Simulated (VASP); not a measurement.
Mg3ZnTe4:

```
CELL_PARAMETERS angstrom
4.45288 -0.00800 0.04754
-2.23337 3.88836 0.00178
0.15624 0.09697 15.07403
ATOMIC_POSITIONS crystal
Mg 0.66904 0.33276 0.00255
Mg 0.65926 0.32123 0.49573
Mg 0.99913 0.01201 0.75068
Zn 0.99698 0.99399 0.24872
Te 0.67097 0.32797 0.19287
Te 0.66960 0.34014 0.68717
Te 0.00277 0.00500 0.43222
Te 0.99891 0.00025 0.94005
```

* Program: VASP 6.6.1
* Task: relaxation of cell and atoms
* Functional: PBE
* Potentials or basis: VASP PAW PBE potentials, release 64 (Mg, Zn, Te)
* Cutoff: 600 eV
* k mesh: 3 × 3 × 1
* Occupations: gaussian, width 0.1 eV
* Spin: no spin polarisation

At the start: pressure 1.2 GPa; volume 32.59 Å³/atom.

Problem. How do energy, volume and symmetry change on relaxing?

Solution. Over 10 steps the energy falls by 17.1 meV/atom and the volume is 33.52 Å³/atom (+2.9 %); space group P1 (No. 1, to 0.1 Å) before, Cm (No. 8, to 0.1 Å).

The path:
| step | energy change (eV) | largest force (eV/Å) | pressure (GPa) | volume (Å³) |
| --- | --- | --- | --- | --- |
| 1 | 0.0000 | 0.4822 | 1.21 | 260.69 |
| 2 | -0.1209 | 0.1270 | -0.23 | 270.01 |
| 3 | -0.1215 | 0.1179 | -0.32 | 270.74 |
| 4 | -0.1291 | 0.1078 | -0.03 | 268.56 |
| 5 | -0.1299 | 0.1108 | 0.11 | 267.56 |
| 6 | -0.1334 | 0.0730 | 0.08 | 267.73 |
| 7 | -0.1355 | 0.0625 | 0.04 | 268.03 |
| 8 | -0.1365 | 0.0375 | -0.03 | 268.57 |
| 9 | -0.1366 | 0.0268 | -0.07 | 268.82 |
| 10 | -0.1369 | 0.0164 | 0.02 | 268.12 |

Final structure:
```yaml
crystal:
  lattice:
    - [4.58321, 0.00028, -0.00186]
    - [-2.29151, 3.97204, -0.00036]
    - [0.00157, -0.00086, 14.72767]
  atoms:
    - { symbol: Mg, position: [0.66738, 0.33330, 0.00330] }
    - { symbol: Mg, position: [0.66445, 0.33046, 0.49479] }
    - { symbol: Mg, position: [0.00117, 0.00804, 0.74957] }
    - { symbol: Zn, position: [0.00101, 0.99529, 0.24984] }
    - { symbol: Te, position: [0.66724, 0.32883, 0.19457] }
    - { symbol: Te, position: [0.66725, 0.34094, 0.68593] }
    - { symbol: Te, position: [0.99750, 0.99629, 0.43183] }
    - { symbol: Te, position: [0.00068, 0.00020, 0.94016] }
```

Caveat: the k points lie up to 0.53 Å⁻¹ apart in the final cell.
